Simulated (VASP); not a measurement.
# Pb (Fm-3m) in VASP: settings compared, part 2 of 2

VASP 6.6.1. The steps go on from the part before.

## (3) Single point, PBE+D3(BJ)

This run uses another cell than the first one, of 30.32 Å³/atom, 0.962 times its volume.

File INCAR:

```
  PREC = Accurate
  ENCUT = 520
  EDIFF = 1E-6
  ISMEAR = -1
  SIGMA = 0.05
  LREAL = False
  LASPH = True
  NELM = 100
  ALGO = Fast
  ISIF = 2
  LWAVE = False
  LCHARG = False
  GGA = PE
  IVDW = 12
  NBANDS = 13
```

File KPOINTS:

```
Automatic mesh
0
Gamma
  9 9 9
```

File POSCAR:

```
Pb
1.0
    0.0000000000      2.4750200000      2.4750200000
    2.4750200000      0.0000000000      2.4750200000
    2.4750200000      2.4750200000      0.0000000000
Pb
1
Direct
    0.0000000000      0.0000000000      0.0000000000
```

Potentials or basis: VASP PAW PBE potentials, release 64 (Pb_d).

The run is started by

```bash
> cat potpaw_PBE.64/Pb_d/POTCAR > POTCAR
> mpirun -np 1 vasp_std > vasp.out
```

OUTCAR:

```text
PREC = Accurate
   ENCUT = 520
   EDIFF = 1E-6
   ISMEAR = -1
   LREAL = False
   LASPH = True
   NELM = 100
   ISIF = 2
   GGA = PE
   IVDW = 12
 IVDW          = 12

 ion  position               nearest neighbor table
   1  0.000  0.000  0.000-

  LATTYP: Found a face centered cubic cell.
 ALAT       =     4.9500400000

  Lattice vectors:

 A1 = (   0.0000000000,   2.4750200000,   2.4750200000)
 A2 = (   2.4750200000,   0.0000000000,   2.4750200000)
 A3 = (   2.4750200000,   2.4750200000,   0.0000000000)

Analysis of symmetry for initial positions (statically):
[... 5 lines left out ...]
 face centered cubic supercell.

 Subroutine GETGRP returns: Found 48 space group operations
 (whereof 48 operations were pure point group operations)
 out of a pool of 48 trial point group operations.

The static configuration has the point symmetry O_h .

Analysis of symmetry for dynamics (positions and initial velocities):
[... 5 lines left out ...]
 face centered cubic supercell.

 Subroutine GETGRP returns: Found 48 space group operations
 (whereof 48 operations were pure point group operations)
 out of a pool of 48 trial point group operations.

The dynamic configuration has the point symmetry O_h .

 Subroutine INISYM returns: Found 48 space group operations
 (whereof 48 operations are pure point group operations),
 and found     1 'primitive' translations

----------------------------------------------------------------------------------------

                                     Primitive cell

  volume of cell :      30.3226

  direct lattice vectors                    reciprocal lattice vectors
     0.000000000  2.475020000  2.475020000    -0.202018570  0.202018570  0.202018570
     2.475020000  0.000000000  2.475020000     0.202018570 -0.202018570  0.202018570
     2.475020000  2.475020000  0.000000000     0.202018570  0.202018570 -0.202018570

  length of vectors
     3.500206851  3.500206851  3.500206851     0.349906427  0.349906427  0.349906427
[... 103 lines left out ...]
   LORBIT       =      0    0 simple, 1 ext, 2 COOP (PROOUT), +10 PAW based schemes
   GGA     = PE    functional components
   LHFCALC =     F    Hartree Fock is set to
   AEXX    =    0.0000 exact exchange contribution
   IVDW    =    12    specifies the selected vdW correction
   LEPSILON=     F    determine dielectric tensor
   LRPA    =     F    only Hartree local field effects (RPA)
 non-spin polarized calculation
 RMM-DIIS sequential band-by-band and
  energy-cutoff  :      520.00
  volume of cell :       30.32
 maximum number of plane-waves:       869
 NGX is ok and might be reduce to    28
   NGX = 13   NGY = 13   NGZ = 13

 number of electron      13.9999999 magnetization

 Free energy of the ion-electron system (eV)
  ---------------------------------------------------
  ext. energy  EPLUGINS =         0.00000000
  ---------------------------------------------------
  free energy    TOTEN  =        -3.57031349 eV

  energy without entropy =       -3.56720295  energy(sigma->0) =       -3.56875822

 E-fermi :   7.1398     XC(G=0): -10.1859

 val. band max:        6.9154127285   @ k =  -0.3333   0.3333   0.1111
 cond. band min:       7.1464722847   @ k =  -0.2222   0.3333   0.1111
 fundamental gap:      0.2310595563
 Fermi energy:         7.1397883679

 k-point     1 :       0.0000    0.0000    0.0000
  band No.  band energies     occupation
      1      -9.7948      2.00000
      2      -9.7948      2.00000
      3      -9.7948      2.00000
      4      -9.6547      2.00000
      5      -9.6547      2.00000
      6      -4.4737      2.00000
      7      14.6989      0.00000
      8      14.6989      0.00000
      9      14.6989      0.00000
     10      17.0448      0.00000
     11      18.6201      0.00000
     12      19.7653      0.00000
     13      19.7653      0.00000
[... 354 lines left out ...]
  band No.  band energies     occupation
      1      -9.9531      2.00000
      2      -9.8613      2.00000
      3      -9.5349      2.00000
      4      -9.4961      2.00000
      5      -9.4961      2.00000
      6       0.1219      2.00000
      7       4.5684      2.00000
      8       9.4312      0.00000
      9       9.4312      0.00000
     10      12.7577      0.00000
     11      13.9745      0.00000
     12      25.5438      0.00000
     13      27.2455      0.00000

 [... further k-points ...]

------------------------ aborting loop because EDIFF is reached ----------------------------------------

 Edisp (eV)   -0.40966

 E8    (eV) :    -0.2076

  FORCE on cell =-STRESS in cart. coord.  units (eV):
  Direction    XX          YY          ZZ          XY          YZ          ZX
  --------------------------------------------------------------------------------------
  -------------------------------------------------------------------------------------
  Total       0.00239     0.00239     0.00239    -0.00000    -0.00000     0.00000
  in kB       0.12650     0.12650     0.12650    -0.00000    -0.00000     0.00000
  external pressure =        0.13 kB  Pullay stress =        0.00 kB

 VOLUME and BASIS-vectors are now :
 -----------------------------------------------------------------------------
  energy-cutoff  :      520.00
  volume of cell :       30.32
      direct lattice vectors                 reciprocal lattice vectors
     0.000000000  2.475020000  2.475020000    -0.202018570  0.202018570  0.202018570
     2.475020000  0.000000000  2.475020000     0.202018570 -0.202018570  0.202018570
     2.475020000  2.475020000  0.000000000     0.202018570  0.202018570 -0.202018570

 POSITION                                       TOTAL-FORCE (eV/Angst)
 -----------------------------------------------------------------------------------
      0.00000      0.00000      0.00000         0.000000      0.000000     -0.000000
 -----------------------------------------------------------------------------------
    total drift:                               -0.000000     -0.000000     -0.000000

  FREE ENERGIE OF THE ION-ELECTRON SYSTEM (eV)
  ---------------------------------------------------
  free  energy   TOTEN  =        -3.9799744634 eV

  energy  without entropy=       -3.9768639242  energy(sigma->0) =       -3.97841919
```

stdout:

```text
POSCAR found type information on POSCAR Pb
 POSCAR found :  1 types and       1 ions
 scaLAPACK will be used
 LDA part: xc-table for (Slater+PW92), standard interpolation
 POSCAR, INCAR and KPOINTS ok, starting setup
 FFT: planning ... GRIDC
 FFT: planning ... GRID_SOFT
 FFT: planning ... GRID
 WAVECAR not read
 entering main loop
```

It took 11 s on 1 thread of Intel Xeon Platinum 8375C at 2.90GHz (Ice Lake), shared host; peak memory 0.16 GiB.

What came out:

| Item | Value |
| --- | --- |
| Free energy | -3.9800 eV |
| Pressure | 0.0 GPa |
| Band gap on the k mesh | zero (band 7 reaches 14.70 eV, above the bottom of band 8 at 5.74 eV) |
| Dispersion energy per atom | -0.410 eV |

Levels at points of the mesh, in eV from the Fermi level:
| k point | band 3 | band 4 | band 5 | band 6 | band 7 | band 8 | band 9 | band 10 | band 11 | band 12 |
| --- | --- | --- | --- | --- | --- | --- | --- | --- | --- | --- |
| (0.00, 0.00, 0.00) | -16.93 | -16.79 | -16.79 | -11.61 | 7.56 | 7.56 | 7.56 | 9.91 | 11.48 | 12.63 |

Caveat: spin-orbit coupling is left out, which moves the levels of the heavy elements; pairwise dispersion overbinds metals, which lowers pressure and volume.

## (4) Single point, PBE+D3(BJ)

This run uses another cell than the first one, of 30.93 Å³/atom, 0.981 times its volume.

File INCAR:

```
SYSTEM = Pb
PREC     = Accurate       ! precision mode
ENCUT    = 520            ! plane-wave cutoff, eV
EDIFF    = 1E-6           ! SCF threshold, eV
ISMEAR   = -1             ! smearing method
SIGMA    = 0.05           ! smearing width, eV
LREAL    = .False.        ! projectors in reciprocal space
LASPH    = .True.         ! aspherical terms in the spheres
NELM     = 80             ! most SCF steps
ALGO     = Normal         ! electronic algorithm
ISIF     = 2              ! what is computed and relaxed
LWAVE    = .False.        ! write WAVECAR
LCHARG   = .False.        ! write CHGCAR
GGA      = PE             ! functional
IVDW     = 12             ! dispersion correction
NBANDS   = 13             ! bands
```

File KPOINTS:

```
regular mesh
0
Gamma
  9 9 9
  0 0 0
```

File POSCAR:

```
Pb
1.0
    0.0000000000      2.4914113386      2.4914113386
    2.4914113386      0.0000000000      2.4914113386
    2.4914113386      2.4914113386      0.0000000000
Pb
1
Direct
    0.0000000000      0.0000000000      0.0000000000
```

The run is started by

```bash
> cat potpaw_PBE.64/Pb_d/POTCAR > POTCAR
> mpirun -np 1 vasp_std > vasp.out
```

Run time: 7.9 s. Hardware: 1 thread of Intel Xeon Platinum 8375C at 2.90GHz (Ice Lake), shared host; peak memory 0.17 GiB.

It converged, with:

```yaml
Free_energy: -3.9785 eV
Pressure: -0.9 GPa
Band_gap_on_the_k_mesh: zero (band 7 reaches 14.32 eV, above the bottom of band 8 at 5.56 eV)
Dispersion_energy_per_atom: -0.401 eV
```

Levels at points of the mesh, in eV from the Fermi level:
```csv
k point,band 5,band 6,band 7,band 8,band 9,band 10
"(0.00, 0.00, 0.00)",-16.80,-11.49,7.40,7.40,7.40,9.88
```

Caveat: spin-orbit coupling is left out, which moves the levels of the heavy elements; pairwise dispersion overbinds metals, which lowers pressure and volume.

## (5) Single point, PBE+D3(BJ)

File INCAR:

```
SYSTEM = Pb
ALGO = Normal
EDIFF = 1E-6
ENCUT = 520
GGA = PE
ISIF = 2
ISMEAR = -1
IVDW = 12
LASPH = .TRUE.
LCHARG = .FALSE.
LREAL = .FALSE.
LWAVE = .FALSE.
NBANDS = 13
NELM = 60
PREC = Accurate
SIGMA = 0.05
```

File KPOINTS:

```
k-points
0
G
  9 9 9
  0 0 0
```

File POSCAR:

```
Pb
1.0
    0.0000000000      2.5075897876      2.5075897876
    2.5075897876      0.0000000000      2.5075897876
    2.5075897876      2.5075897876      0.0000000000
Pb
1
Direct
    0.0000000000      0.0000000000      0.0000000000
```

The run is started by

```bash
> cat potpaw_PBE.64/Pb_d/POTCAR > POTCAR
> mpirun -np 1 vasp_std > vasp.out
```

Run time: 8 s. Hardware: 1 thread of Intel Xeon Platinum 8375C at 2.90GHz (Ice Lake), shared host; peak memory 0.17 GiB.

The run converged. Its results:

* Free energy: -3.9740 eV
* Pressure: -1.6 GPa
* Band gap on the k mesh: zero (band 7 reaches 13.96 eV, above the bottom of band 8 at 5.39 eV)
* Dispersion energy per atom: -0.394 eV

Levels at points of the mesh, in eV from the Fermi level:
```
           k point  band 5  band 6  band 7  band 8  band 9  band 10
(0.00, 0.00, 0.00)  -16.80  -11.37    7.24    7.24    7.24     9.86
```

Caveat: spin-orbit coupling is left out, which moves the levels of the heavy elements; pairwise dispersion overbinds metals, which lowers pressure and volume.

## (6) The runs side by side

| level | potentials or basis | cell | gap on the mesh (eV) | pressure (GPa) |
| --- | --- | --- | --- | --- |
| LDA | VASP PAW LDA potentials, release 64 (Pb_d) | a = 3.546 Å, angles 60.0°, 1 atom | none | -3.6 |
| PBE+D3(BJ) | VASP PAW PBE potentials, release 64 (Pb_d) | a = 3.500 Å, angles 60.0°, 1 atom | none | 0.0 |
| PBE+D3(BJ) | VASP PAW PBE potentials, release 64 (Pb_d) | a = 3.523 Å, angles 60.0°, 1 atom | none | -0.9 |
| PBE+D3(BJ) | VASP PAW PBE potentials, release 64 (Pb_d) | a = 3.546 Å, angles 60.0°, 1 atom | none | -1.6 |

Alike in all rows: task single point; no spin polarisation; k mesh 9 × 9 × 9; cutoff (eV) 520; smearing fermi-dirac 0.05 eV.

Caveats: spin-orbit coupling is left out, which moves the levels of the heavy elements; pairwise dispersion overbinds metals, which lowers pressure and volume (some runs).

Total energies depend on the potentials used, so only differences within one code and one set of settings carry meaning.
